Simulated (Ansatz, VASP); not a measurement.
## WC in VASP and in Ansatz

File INCAR:

```
  PREC = Accurate
  ENCUT = 520
  EDIFF = 1E-6
  ISMEAR = 0
  SIGMA = 0.15
  LREAL = False
  LASPH = True
  NELM = 100
  ALGO = Normal
  ISIF = 2
  LWAVE = False
  LCHARG = True
  GGA = PE
  LELF = True
  LVHAR = True
  NBANDS = 16
```

The input KPOINTS:

```
Automatic mesh
0
Gamma
  18 18 16
```

POSCAR

```
WC
1.0
    2.9005014360      0.0000000000      0.0000000000
   -1.4502507180      2.5119079273      0.0000000000
    0.0000000000      0.0000000000      2.8290000000
W C
1 1
Direct
   -0.1153616121     -0.0844505613     -0.0530222694
    0.6666666667      0.3333333333      0.5000000000
```

Input for Ansatz:

```yaml
crystal:
  lattice:
    - [2.900501436, 0.0, 0.0]
    - [-1.450250718, 2.5119079273, 0.0]
    - [0.0, 0.0, 2.829]
  atoms:
    - { symbol: W, position: [-0.1153616121, -0.0844505613, -0.0530222694] }
    - { symbol: C, position: [0.6666666667, 0.3333333333, 0.5] }
basis:
  ecutwfc: 420
kpoints:
  mp_grid: { grid: [18, 18, 16] }
hamiltonian:
  xc: pbe
scf:
  occupations: { method: gaussian, width: 0.15 }
output:
  forces: true
  stress: true
  eigenvalues: true
```

Alike in both runs: task single point; functional PBE; k mesh 18 × 18 × 16; occupations gaussian, width 0.15 eV; no spin polarisation.

|  | VASP | Ansatz |
| --- | --- | --- |
| version | VASP 6.6.1 | Ansatz 0.2.0 |
| potentials or method | VASP PAW PBE potentials, release 64 (W_sv, C), cutoff 520 eV | scalar-relativistic, plane waves, PAW |
| valence electrons in the cell | 18 | 18 |

VASP gave:

* gap on the k mesh at the Fermi level (eV): none
* pressure (GPa): 27.5
* traceless stress, the component that is largest in VASP (GPa): -16.20
* rms of the force components (eV/Å): 2.878

Question: Estimate Ansatz's values.

Answer: gap on the k mesh at the Fermi level (eV): none; pressure (GPa): 26.2; traceless stress, the component that is largest in VASP (GPa): -15.85; rms of the force components (eV/Å): 2.860.

Atom by atom the forces differ by 0.020 eV/Å (rms over components). A gap of «none» marks a metal or a gap that the smearing closes.

Neither program's run includes spin-orbit coupling.
